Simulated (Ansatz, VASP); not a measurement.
# One calculation of TlBr, two programs

```
Tl Br
1.0
     4.05214    0.00000    0.00000
     0.00000    4.05214    0.00000
     0.00000    0.00000    4.05214
Tl Br
1 1
Direct
  0.00000 0.00000 0.00000
  0.50000 0.50000 0.50000
```

Alike in both runs: task single point; functional PBE; k mesh 6 × 6 × 6; no spin polarisation.

|  | VASP | Ansatz |
| --- | --- | --- |
| version | VASP 6.6.1 | Ansatz 0.2.0 |
| potentials or method | VASP PAW PBE potentials, release 64 (Tl_d, Br) | plane waves, PAW |
| plane-wave cutoff (eV) | 500 | 420 |
| occupations | gaussian, width 0.01 eV | fixed |
| valence electrons in the cell | 20 | 20 |

Ansatz gave:

| Item | Value |
| --- | --- |
| gap on the k mesh at the Fermi level (eV) | 1.99 |
| pressure (GPa) | 0.0 |

**Question.** Which values does VASP return?

**Answer.** gap on the k mesh at the Fermi level (eV): 2.00; pressure (GPa): 0.0.

Spin-orbit coupling is off throughout.
